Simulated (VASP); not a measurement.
# CdTe: single point with PBE

Crystal: CdTe.

```xyz
2
Lattice="0.0000 3.3137 3.3137 3.3137 0.0000 3.3137 3.3137 3.3137 0.0000" Properties=species:S:1:pos:R:3 pbc="T T T"
Cd    0.0000    0.0000    0.0000
Te    1.6569    1.6569    1.6569
```

This cell differs from its parent crystal: strain +1.0%.

```yaml
Program: VASP 6.6.1
Task: single point
Functional: PBE
Potentials_or_basis: VASP PAW PBE potentials, release 64 (Cd, Te)
Cutoff: 520 eV
k_mesh: 6 × 6 × 6
Occupations: fermi-dirac, width 0.02 eV
Spin: no spin polarisation
```

```
Pressure               : 0.0 GPa
Band gap on the k mesh : 0.57 eV, direct
```

Levels at points of the mesh, in eV from the valence-band top:
```
           k point  band 6  band 7  band 8  band 9  band 10  band 11  band 12  band 13
(0.00, 0.00, 0.00)   -7.87    0.00    0.00    0.00     0.57     4.64     4.64     4.64
(0.50, 0.00, 0.00)   -7.57   -4.06   -0.68   -0.68     1.75     5.21     5.21     7.00
(0.50, 0.50, 0.00)   -7.45   -4.00   -1.65   -1.65     2.67     2.75     8.49     8.79
```

It took 16 s on 1 thread of Intel(R) Xeon(R) Platinum 8259CL CPU @ 2.50GHz (Skylake/Cascade Lake), on a shared host, peak memory 0.2 GiB.

Caveat: the cell differs from its parent crystal (strain +1.0%); spin-orbit coupling is left out, which moves the levels of the heavy elements.
